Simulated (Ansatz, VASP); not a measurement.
# LaLuAs2: VASP beside Ansatz

The input INCAR:

```
  PREC = Accurate
  ENCUT = 520
  EDIFF = 1E-6
  ISMEAR = -1
  SIGMA = 0.02
  LREAL = F
  LASPH = T
  NELM = 100
  ALGO = Normal
  ISIF = 2
  LWAVE = F
  LCHARG = T
  GGA = PE
  LELF = T
  LVHAR = T
  NBANDS = 31
```

KPOINTS

```
Automatic mesh
0
Gamma
  6 6 4
```

The input POSCAR:

```
LaLuAs2
1.0
    4.1424834504      0.0000000000      0.0000000000
    0.0000000000      4.1424834504      0.0000000000
    0.0000000000      0.0000000000      5.8328490819
La As Lu
1 2 1
Direct
    0.0000000000      0.0000000000      0.0000000000
    0.0000000000      0.0000000000      0.5000000000
    0.5000000000      0.5000000000      0.0000000000
    0.5000000000      0.5000000000      0.5000000000
```

Input for Ansatz:

```yaml
crystal:
  lattice:
    - [4.1424834504, 0.0, 0.0]
    - [0.0, 4.1424834504, 0.0]
    - [0.0, 0.0, 5.8328490819]
  atoms:
    - { symbol: La, position: [0.0, 0.0, 0.0] }
    - { symbol: As, position: [0.0, 0.0, 0.5] }
    - { symbol: Lu, position: [0.5, 0.5, 0.5] }
    - { symbol: As, position: [0.5, 0.5, 0.0] }
kpoints:
  mp_grid: { grid: [6, 6, 4] }
hamiltonian:
  xc: pbe
scf:
  occupations: { method: fermi_dirac, width: 0.02 }
  n_extra_bands: 5
output:
  forces: true
  stress: true
  eigenvalues: true
```

Alike in both runs: task single point; functional PBE; k mesh 6 × 6 × 4; occupations fermi-dirac, width 0.02 eV; no spin polarisation.

|  | VASP | Ansatz |
| --- | --- | --- |
| version | VASP 6.6.1 | Ansatz 0.2.0 |
| potentials or method | VASP PAW PBE potentials, release 64 (La, As, Lu) | plane waves, PAW |
| plane-wave cutoff (eV) | 520 | 420 |
| valence electrons in the cell | 46 | 66 |

```tsv
	VASP	Ansatz	Ansatz less VASP
pressure (GPa)	5.0	4.9	-0.12
```

VASP's potentials hold 46 valence electrons a cell and Ansatz's 66, so a difference there can come from the potentials and not from the codes.

Spin-orbit coupling is off throughout.
